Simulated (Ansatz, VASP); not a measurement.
MgIn2N2: VASP beside Ansatz

File INCAR:

```
PREC = Accurate
ENCUT = 520
EDIFF = 1E-6
ISMEAR = 0
SIGMA = 0.01
LREAL = F
LASPH = T
NELM = 60
ALGO = Normal
ISIF = 2
LWAVE = F
LCHARG = F
GGA = CA
NBANDS = 27
```

The input KPOINTS:

```
regular mesh
0
Gamma
  6 6 6
```

Contents of POSCAR:

```
MgIn2N2
1.0
    1.6666000214      0.9622115745      7.7554956162
   -1.6666000214      0.9622115745      7.7554956162
    0.0000000000     -1.9244241468      7.7554956162
Mg In N
1 2 2
Direct
    0.0000000000      0.0000000000      0.0000000000
    0.4388280112      0.4388280112      0.4388280113
    0.5611719888      0.5611719888      0.5611719887
    0.2770799487      0.2770799487      0.2770799487
    0.7229200513      0.7229200513      0.7229200513
```

Input for Ansatz:

```yaml
crystal:
  lattice:
    - [1.6666000214069157, 0.9622115744588321, 7.7554956161893305]
    - [-1.6666000214069157, 0.9622115744588321, 7.7554956161893305]
    - [-2.6972865798940076e-19, -1.9244241467619934, 7.755495616185445]
  atoms:
    - { symbol: Mg, position: [5.39246703642668e-33, 4.918028480268336e-33, 5.155245085186179e-33] }
    - { symbol: In, position: [0.4388280112261855, 0.43882801122618553, 0.43882801127259113] }
    - { symbol: In, position: [0.5611719887738146, 0.5611719887738146, 0.5611719887274088] }
    - { symbol: "N", position: [0.27707994865776064, 0.27707994865776064, 0.27707994870884933] }
    - { symbol: "N", position: [0.7229200513422395, 0.7229200513422395, 0.7229200512911506] }
kpoints:
  mp_grid:
    grid: [6, 6, 6]
hamiltonian:
  xc: lda
scf:
  max_iter: 200
  n_extra_bands: 12
  occupations:
    method: fixed
output:
  forces: true
  stress: true
```

Alike in both runs: task single point; functional LDA; k mesh 6 × 6 × 6; no spin polarisation.

```csv
,VASP,Ansatz
version,VASP 6.6.1,Ansatz 0.2.0
potentials or method,"VASP PAW LDA potentials, release 64 (Mg, In_d, N)","plane waves, PAW"
plane-wave cutoff (eV),520,420
occupations,"gaussian, width 0.01 eV",fixed
valence electrons in the cell,38,46
```

VASP gave:

| Item | Value |
| --- | --- |
| pressure (GPa) | -7.5 |
| traceless stress, the component that is largest in VASP (GPa) | -0.17 |
| rms of the force components (eV/Å) | 0.080 |

Task: Which values does Ansatz return?

Result: Pressure (GPa): -7.2; traceless stress, the component that is largest in VASP (GPa): -0.18; rms of the force components (eV/Å): 0.091.

LDA's correlation is that of Perdew and Zunger in VASP and of Perdew and Wang (1992) in Ansatz. Atom by atom the forces differ by 0.018 eV/Å (rms over components). VASP's potentials hold 38 valence electrons a cell and Ansatz's 46, so a difference there can come from the potentials and not from the codes.
